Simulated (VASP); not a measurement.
Wanted: the native input for a VASP 6.6.1 run.

```yaml
Task: single point
Functional: BLYP
Potentials_or_basis: VASP PAW PBE potentials, release 64 (Ca_sv, O)
Cutoff: 520 eV
k_mesh: 10 × 10 × 10
Occupations: fermi-dirac, width 0.05 eV
Spin: no spin polarisation
Dipole_correction: no
Further_INCAR_settings: ALGO = Normal; EDIFF = 1e-06; NBANDS = 15
```

The structure of CaO lies in POSCAR:

```
CaO
1.0
    0.0000000000      2.4351850560      2.4351850560
    2.4351850560      0.0000000000      2.4351850560
    2.4351850560      2.4351850560      0.0000000000
Ca O
1 1
Direct
    0.0000000000      0.0000000000      0.0000000000
    0.5000000000      0.5000000000      0.5000000000
```

The input as run:

INCAR

```
AGGAC = 1.0
AGGAX = 1.0
ALDAC = 0.0
ALDAX = 1.0
ALGO = Normal
EDIFF = 1E-6
ENCUT = 520
GGA = B5
ISIF = 2
ISMEAR = -1
LASPH = T
LCHARG = F
LREAL = F
LWAVE = F
NBANDS = 15
NELM = 100
PREC = Accurate
SIGMA = 0.05
```

KPOINTS

```
k-points
0
Gamma
  10 10 10
```

Potentials or basis: VASP PAW PBE potentials, release 64 (Ca_sv, O).

The run is started by

```console
$ cat potpaw_PBE.64/Ca_sv/POTCAR potpaw_PBE.64/O/POTCAR > POTCAR
$ mpirun -np 1 vasp_std > vasp.out
```

It gave:

The pressure is 0.5 GPa and the band gap on the k mesh is 3.73 eV (least direct gap 4.11 eV).

Caveat: the PAW data sets were made with another functional, which shifts forces and pressure a little.

It took 60 s on 1 thread of Intel Xeon 8259CL, with other jobs on the host, peak memory 0.17 GiB.
